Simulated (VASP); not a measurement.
# Ga (P3_121) in VASP: a series of runs

Ga is run at these levels: PBEsol; tasks: single point, relaxation of cell and atoms.

All numbers are computed with VASP 6.6.1; they aren't measurements. Logs are shortened: lines on timing, memory, paths and dates and some standing lists are left out, and cuts for length are marked.

## 1. The cell of the first run

The structure is trigonal, space group P3_121 (No. 152). Conventional cell: a = 3.909 Å, b = 3.909 Å, c = 4.435 Å, α = 90.00°, β = 90.00°, γ = 120.00°. Ga (site symmetry 2) has 2 Ga at 2.12 Å within 2.8 Å.

## 2. Single point, PBEsol

Contents of INCAR:

```
  PREC = Accurate
  ENCUT = 520
  EDIFF = 1E-6
  ISMEAR = 0
  SIGMA = 0.1
  LREAL = False
  LASPH = True
  NELM = 100
  ALGO = Normal
  ISIF = 2
  LWAVE = False
  LCHARG = True
  GGA = PS
  LELF = True
  LVHAR = True
  NBANDS = 26
```

Contents of KPOINTS:

```
Automatic mesh
0
Gamma
  6 6 4
```

Contents of POSCAR:

```
Ga
1.0
    3.9088419701      0.0000000000      0.0000000000
   -1.9544209851      3.3851564455      0.0000000000
    0.0000000000      0.0000000000      4.4347120631
Ga
3
Direct
    0.2254000000      0.0000000000      0.3333333333
    0.0000000000      0.2254000000      0.6666666667
    0.7746000000      0.7746000000      0.0000000000
```

Potentials or basis: VASP PAW PBE potentials, release 64 (Ga_d).

The run is started by

```console
$ cat potpaw_PBE.64/Ga_d/POTCAR > POTCAR
$ mpirun -np 1 vasp_std > vasp.out
```

OUTCAR:

```text
PREC = Accurate
   ENCUT = 520
   EDIFF = 1E-6
   ISMEAR = 0
   LREAL = False
   LASPH = True
   NELM = 100
   ISIF = 2
   GGA = PS

 ion  position               nearest neighbor table
   1  0.225  0.000  0.333-   3 2.12   2 2.12
   2  0.000  0.225  0.667-   3 2.12   1 2.12
   3  0.775  0.775  0.000-   1 2.12   2 2.12

  LATTYP: Found a hexagonal cell.
 ALAT       =     3.9088419701
 C/A-ratio  =     1.1345334749

  Lattice vectors:

 A1 = (   3.9088419701,   0.0000000000,   0.0000000000)
 A2 = (  -1.9544209851,   3.3851564455,   0.0000000000)
 A3 = (   0.0000000000,   0.0000000000,   4.4347120631)

Analysis of symmetry for initial positions (statically):
=====================================================================
 Subroutine PRICEL returns:
 Original cell was already a primitive cell.

 Routine SETGRP: Setting up the symmetry group for a
 hexagonal supercell.

 Subroutine GETGRP returns: Found  6 space group operations
 (whereof  2 operations were pure point group operations)
 out of a pool of 24 trial point group operations.

The static configuration has the point symmetry C_2 .
 The point group associated with its full space group is D_3 .

Analysis of symmetry for dynamics (positions and initial velocities):
=====================================================================
 Subroutine PRICEL returns:
 Original cell was already a primitive cell.

 Routine SETGRP: Setting up the symmetry group for a
 hexagonal supercell.

 Subroutine GETGRP returns: Found  6 space group operations
 (whereof  2 operations were pure point group operations)
 out of a pool of 24 trial point group operations.

The dynamic configuration has the point symmetry C_2 .
 The point group associated with its full space group is D_3 .

 Subroutine INISYM returns: Found  6 space group operations
 (whereof  2 operations are pure point group operations),
 and found     1 'primitive' translations

----------------------------------------------------------------------------------------

                                     Primitive cell

  volume of cell :      58.6803

  direct lattice vectors                    reciprocal lattice vectors
     3.908841970  0.000000000  0.000000000     0.255830245  0.147703661  0.000000000
[... 81 lines left out ...]
   ISPIN  =      1    spin polarized calculation?
   LNONCOLLINEAR =      F non collinear calculations
   LSORBIT =      F    spin-orbit coupling
   LASPH  =      T    aspherical Exc in radial PAW
   ENCUT  =  520.0 eV  38.22 Ry    6.18 a.u.   7.27  7.27  8.25*2*pi/ulx,y,z
   NELM   =    100;   NELMIN=  2; NELMDL= -5     # of ELM steps
   EDIFF  = 0.1E-05   stopping-criterion for ELM
   LREAL  =      F    real-space projection
   EDIFFG = 0.1E-04   stopping-criterion for IOM
   NSW    =      0    number of steps for IOM
   IBRION =     -1    ionic relax: 0-MD 1-quasi-New 2-CG
   NFREE  =      0    steps in history (QN), initial steepest desc. (CG)
   ISIF   =      2    stress and relaxation
   ISYM   =      2    0-nonsym 1-usesym 2-fastsym
   POTIM  = 0.5000    time-step for ionic-motion
   TEBEG  =    0.0;   TEEND  =   0.0 temperature during run
   PSTRESS=    0.0 pullay stress
   NELECT =      39.0000    total number of electrons
   NUPDOWN=      -1.0000    fix difference up-down
   EMIN   =  10.00;   EMAX   =-10.00  energy-range for DOS
   EFERMI =   0.00;   METHOD = LEGACY
   ISMEAR =     0;   SIGMA  =   0.10  broadening in eV -4-tet -1-fermi 0-gaus
   EFERMI_NEDOS =   21; number of points for ismear=-14 and -15
   IALGO  =     38    algorithm
   IMIX   =      4    mixing-type and parameters
     AMIX     =   0.40;   BMIX     =  1.00
     AMIX_MAG =   1.60;   BMIX_MAG =  1.00
  volume/ion in A,a.u.               =      19.56       132.00
  Fermi-wavevector in a.u.,A,eV,Ry     =   1.428671  2.699797 27.770868  2.041101
  Thomas-Fermi vector in A             =   2.548708
   LORBIT       =      0    0 simple, 1 ext, 2 COOP (PROOUT), +10 PAW based schemes
   GGA     = PS    functional components
   LHFCALC =     F    Hartree Fock is set to
   AEXX    =    0.0000 exact exchange contribution
   IVDW    =     0    specifies the selected vdW correction
   LEPSILON=     F    determine dielectric tensor
   LRPA    =     F    only Hartree local field effects (RPA)
 non-spin polarized calculation
 Gauss-broadening in eV      SIGMA  =   0.10
  energy-cutoff  :      520.00
  volume of cell :       58.68
 maximum number of plane-waves:      1594
 NGX is ok and might be reduce to    30
   NGX = 15   NGY = 15   NGZ = 17

 number of electron      38.9999982 magnetization

 Free energy of the ion-electron system (eV)
  ---------------------------------------------------
  ext. energy  EPLUGINS =         0.00000000
  ---------------------------------------------------
  free energy    TOTEN  =        -7.37637630 eV

  energy without entropy =       -7.36926814  energy(sigma->0) =       -7.37282222

 E-fermi :   4.7385     XC(G=0): -10.7842

 val. band max:        4.7348107693   @ k =   0.3333   0.0000   0.0000
 cond. band min:       4.7524803328   @ k =   0.0000   0.3333   0.2500
 fundamental gap:      0.0176695635
 Fermi energy:         4.7385130660

 k-point     1 :       0.0000    0.0000    0.0000
  band No.  band energies     occupation
      1     -11.0847      2.00000
      2     -11.0847      2.00000
      3     -10.7558      2.00000
      4     -10.7117      2.00000
      5     -10.7117      2.00000
      6     -10.5365      2.00000
[... 685 lines left out ...]
     25      14.9182      0.00000
     26      14.9695      0.00000

------------------------ aborting loop because EDIFF is reached ----------------------------------------

  FORCE on cell =-STRESS in cart. coord.  units (eV):
  Direction    XX          YY          ZZ          XY          YZ          ZX
  --------------------------------------------------------------------------------------
  -------------------------------------------------------------------------------------
  Total        3.2900655      3.2900655     12.0792123     -0.0000000     -0.0000000     -0.0000000
  in kB       89.8302992     89.8302992    329.8047533     -0.0000000     -0.0000000     -0.0000000
  external PRESSURE =     169.8217839 kB  Pullay stress =       0.0000000 kB

 VOLUME and BASIS-vectors are now :
 -----------------------------------------------------------------------------
  energy-cutoff  :      520.00
  volume of cell :       58.68
      direct lattice vectors                 reciprocal lattice vectors
     3.908841970  0.000000000  0.000000000     0.255830245  0.147703661  0.000000000
    -1.954420985  3.385156445  0.000000000     0.000000000  0.295407322  0.000000000
     0.000000000  0.000000000  4.434712063     0.000000000  0.000000000  0.225493783

 POSITION                                       TOTAL-FORCE (eV/Angst)
 -----------------------------------------------------------------------------------
      0.88105      0.00000      1.47824         5.335343      0.000000      0.000000
     -0.44053      0.76301      2.95647        -2.667671      4.620542      0.000000
      1.51389      2.62214      0.00000        -2.667671     -4.620542      0.000000
 -----------------------------------------------------------------------------------
    total drift:                                0.000001      0.000001     -0.000000

  FREE ENERGIE OF THE ION-ELECTRON SYSTEM (eV)
  ---------------------------------------------------
  free  energy   TOTEN  =        -7.3763762990 eV

  energy  without entropy=       -7.3692681437  energy(sigma->0) =       -7.37282222
```

It took 18 s on 1 thread of Intel Xeon 6975P-C (Granite Rapids), shared host; peak memory 0.18 GiB.

What came out:

| Property | Result |
| --- | --- |
| Free energy | -7.3764 eV |
| Pressure | 17.0 GPa |
| Largest force | 5.335 eV/Å |

Forces on the atoms (eV/Å):
```
Ga   5.335  0.000  0.000
Ga  -2.668  4.621  0.000
Ga  -2.668 -4.621  0.000
```

Caveat: the PAW data sets were made with another functional, which shifts forces and pressure a little.

(Part 1 of 2 ends here.)
